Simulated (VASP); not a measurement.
Runs of VASP 6.6.1 on Nb. The structure is that of space group Im-3m (No. 229), or close to it. The cells are those of the table. 

```tsv
task	cell	k mesh	cutoff (eV)	smearing	gap on the mesh (eV)	pressure (GPa)	relaxed volume (Å³/atom)
relaxation of cell and atoms	relaxed from a = 2.834 Å, angles 109.5°, 1 atom	20 × 20 × 20	600	fermi-dirac 0.15 eV	none	0.0	17.53
single point	a = 2.882 Å, angles 109.5°, 1 atom	8 × 8 × 8	520	gaussian 0.1 eV	none	-8.4	-
single point	a = 2.834 Å, angles 70.5, 70.5, 109.5°, 1 atom	13 × 13 × 15	520	gaussian 0.1 eV	none	(a)	-
single point	a = 2.837 Å, angles 109.5°, 1 atom	8 × 8 × 8	520	gaussian 0.1 eV	none	-0.3	-
relaxation of cell and atoms	relaxed from a = 2.882 Å, angles 109.5°, 1 atom	8 × 8 × 8	600	gaussian 0.1 eV	none	-0.3	17.58
```

Alike in all rows: level PBEsol; potentials or basis VASP PAW PBE potentials, release 64 (Nb_sv); no spin polarisation.

Task: Estimate the missing entries.

Result: (a) -0.6.

Caveats: the PAW data sets were made with another functional, which shifts forces and pressure a little.

A k mesh can miss the band edges, and the runs leave out spin-orbit coupling on Nb.

A gap of «none» marks levels without a gap at the run's occupations.
